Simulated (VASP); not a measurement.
Crystal: O.

```
CELL_PARAMETERS angstrom
0.45691 -1.66242 3.64705
0.00000 -3.32483 0.00000
5.70281 0.00000 0.00000
ATOMIC_POSITIONS crystal
O 0.15557 0.92221 0.94767
O 0.15557 0.42221 0.44767
O 0.84443 0.57779 0.55233
O 0.84443 0.07779 0.05233
```

Base run:

| Property | Result |
| --- | --- |
| Program | VASP 6.6.1 |
| Functional | PBE |
| Potentials or basis | VASP PAW PBE potentials, release 64 (O) |
| Cutoff | 520 eV |
| k mesh | 8 × 8 × 5 |
| Occupations | fermi-dirac, width 0.05 eV |
| Spin | collinear spin, antiferromagnetic start |
| Starting moments | [0.6, -0.6, 0.6, -0.6] μB |

Its results: band gap on the k mesh zero (filled and empty bands overlap); pressure -0.2 GPa; net moment 0.00 μB per cell; largest force 0.856 eV/Å.

Question: The run is repeated on the same cell with these changes: further incar settings from ALGO = Normal; EDIFF = 1e-07; NBANDS = 24 to ALGO = Normal; EDIFF = 1e-06; NBANDS = 24; moments at the start from [0.6, -0.6, 0.6, -0.6] to [0.6, -0.6, -0.6, 0.6]. What comes out?

Answer: Band gap on the k mesh 1.51 eV; pressure 2.4 GPa; net moment 0.00 μB per cell; site moments O +0.81, -0.81 (each value once) μB; largest force 0.742 eV/Å.

Caveats: the standard files for N, O and F lose accuracy on very short bonds; this functional lacks dispersion, which holds the molecules together, so the pressure and a relaxed volume are unreliable; the stress differs along the axes, from -3 to 2 GPa (at least some runs).

A k mesh can miss the band edges.
